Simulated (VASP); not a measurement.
Runs of VASP 6.6.1 on Ga. The structure is that of space group Fd-3m (No. 227), or close to it. The cells are those of the table. 

```tsv
task	cell	cutoff (eV)	gap on the mesh (eV)	pressure (GPa)
single point	a = 3.004 Å, angles 60.0°, 2 atoms	520	none	(a)
single point	a = 3.003 Å, angles 60.0°, 2 atoms	520	none	347.5
relaxation of cell and atoms	relaxed to 330 GPa from a = 3.003 Å, angles 60.0°, 2 atoms	600	none	330.1
relaxation of cell and atoms	relaxed to 330 GPa from a = 2.875 Å, angles 60.0°, 2 atoms	600	none	330.1
```

Alike in all rows: level PBE; potentials or basis VASP PAW PBE potentials, release 64 (Ga_d); no spin polarisation; k mesh 15 × 15 × 15; smearing fermi-dirac 0.05 eV.

**Question.** Fill in the values left out.

**Answer.** (a) 346.3.

Caveats: the cell is relaxed towards a set pressure, so the enthalpy falls and the energy may rise (some runs).

A k mesh can miss the band edges, and the runs leave out spin-orbit coupling on Ga.

A gap of «none» marks levels without a gap at the run's occupations.
